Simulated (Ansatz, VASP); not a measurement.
## Two plane-wave programs on HfO2

```
Hf O
1.0
     5.21614    0.00000    0.00467
     0.00000    5.28504    0.00000
    -0.89218    0.00000    5.12885
Hf O
4 8
Cartesian
  0.8022 2.4189 3.6303
  3.0757 5.0614 4.0676
  3.5218 2.8662 1.5032
  1.2483 0.2236 1.0659
  1.4855 3.9215 5.0291
  2.3924 1.2789 2.6688
  2.8385 1.3636 0.1044
  1.9316 4.0061 2.4647
  0.0741 1.8030 1.7239
  4.6960 4.4455 0.8452
  4.2499 3.4821 3.4097
  -0.3720 0.8396 4.2883
```

Change from the starting cell: epitaxial_xy strain +2.0%.

Alike in both runs: task single point; functional r2SCAN; k mesh 6 × 6 × 6; no spin polarisation.

|  | VASP | Ansatz |
| --- | --- | --- |
| version | VASP 6.6.1 | Ansatz 0.2.0 |
| potentials or method | VASP PAW PBE potentials, release 64 (Hf_pv, O) | plane waves, PAW |
| plane-wave cutoff (eV) | 520 | 500 |
| occupations | gaussian, width 0.01 eV | fixed |
| valence electrons in the cell | 88 | 152 |

Ansatz gave:

* gap on the k mesh at the Fermi level (eV): 4.55
* pressure (GPa): -5.6
* traceless stress, the component that is largest in VASP (GPa): 5.60
* rms of the force components (eV/Å): 0.002

What did VASP give for the same quantities?

gap on the k mesh at the Fermi level (eV): 4.50; pressure (GPa): -8.9; traceless stress, the component that is largest in VASP (GPa): 5.74; rms of the force components (eV/Å): 0.040.

VASP's potentials were made for PBE, not for r2SCAN. Atom by atom the forces differ by 0.041 eV/Å (rms over components). VASP's potentials hold 88 valence electrons a cell and Ansatz's 152, so a difference there can come from the potentials and not from the codes.

Neither program's run includes spin-orbit coupling.
